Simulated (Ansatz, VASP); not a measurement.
## Two plane-wave programs on ZrB2

The input POSCAR:

```
ZrB2
1.0
    3.1700000000      0.0000000000      0.0000000000
   -1.5850000000      2.7453005300      0.0000000000
    0.0000000000      0.0000000000      3.5330000000
Zr B
1 2
Direct
    0.0000000000      0.0000000000      0.0000000000
    0.6666666667      0.3333333333      0.5000000000
    0.3333333333      0.6666666667      0.5000000000
```

INCAR.step1

```
SYSTEM = ZrB2
PREC = Accurate ; ENCUT = 520
EDIFF = 1E-5 ; ISMEAR = -1
SIGMA = 0.05 ; LREAL = .FALSE.
LASPH = .TRUE. ; NELM = 80
ALGO = Normal ; ISIF = 2
LWAVE = .TRUE. ; LCHARG = .FALSE.
GGA = PE ; NBANDS = 16
```

INCAR.step2

```
SYSTEM = ZrB2
PREC = Accurate ; ENCUT = 520
EDIFF = 1E-7 ; ISMEAR = -1
SIGMA = 0.05 ; LREAL = .FALSE.
LASPH = .TRUE. ; NELM = 80
ALGO = Normal ; ISIF = 2
LWAVE = .FALSE. ; LCHARG = .FALSE.
GGA = PE ; LHFCALC = .TRUE.
AEXX = 0.25 ; HFSCREEN = 0.3
PRECFOCK = Normal ; ISTART = 1
NBANDS = 16
```

The input KPOINTS:

```
regular mesh
0
G
  5 5 4
  0 0 0
```

File input.yaml:

```yaml
crystal:
  lattice:
    - [3.17, 0.0, 0.0]
    - [-1.585, 2.74530053, 0.0]
    - [0.0, 0.0, 3.533]
  atoms:
    - { symbol: Zr, position: [0.0, 0.0, 0.0] }
    - { symbol: B, position: [0.6666666667, 0.3333333333, 0.5] }
    - { symbol: B, position: [0.3333333333, 0.6666666667, 0.5] }
hamiltonian:
  xc: { exchange: pbe, correlation: pbe, exx: { coeff: 0.25, omega: 0.3 } }
  pseudopotentials: { kind: paw }
kpoints:
  mp_grid: { grid: [5, 5, 4] }
  band_path:
    path:
      - [[0.0, 0.0, 0.0], [0.5, 0.0, 0.0], [0.3333333333, 0.3333333333, 0.0], [0.0, 0.0, 0.0], [0.0, 0.0, 0.5], [0.5, 0.0, 0.5], [0.3333333333, 0.3333333333, 0.5], [0.0, 0.0, 0.5]]
      - [[0.5, 0.0, 0.5], [0.5, 0.0, 0.0]]
      - [[0.3333333333, 0.3333333333, 0.0], [0.3333333333, 0.3333333333, 0.5]]
    npoints: 4
scf:
  occupations: { method: fermi_dirac, width: 0.05 }
  n_extra_bands: 7
output:
  forces: true
  stress: true
  eigenvalues: true
  fatbands: false
  write_density: true
  write_potential: true
  elf: true
  volumetric_format: npy
```

Alike in both runs: functional PBE-based screened hybrid; k mesh 5 × 5 × 4; occupations fermi-dirac, width 0.05 eV; no spin polarisation.

|  | VASP | Ansatz |
| --- | --- | --- |
| version | VASP 6.6.1 | Ansatz 0.2.0 |
| potentials or method | VASP PAW PBE potentials, release 64 (Zr_sv, B) | Ansatz PAW |
| plane-wave cutoff (eV) | 520 | 420 |
| valence electrons in the cell | 18 | 18 |
| task | single point | band structure |

Ansatz gave:

```
gap on the k mesh at the Fermi level (eV)                     : none
pressure (GPa)                                                : -1.8
traceless stress, the component that is largest in VASP (GPa) : -1.11
```

**Question.** Which values does VASP return?

**Answer.** gap on the k mesh at the Fermi level (eV): none; pressure (GPa): -1.7; traceless stress, the component that is largest in VASP (GPa): -1.09.

VASP's potentials were made for PBE, not for PBE-based screened hybrid. A gap of «none» marks a metal or a gap that the smearing closes.

The k mesh is coarse, so the values compare programs but aren't converged.
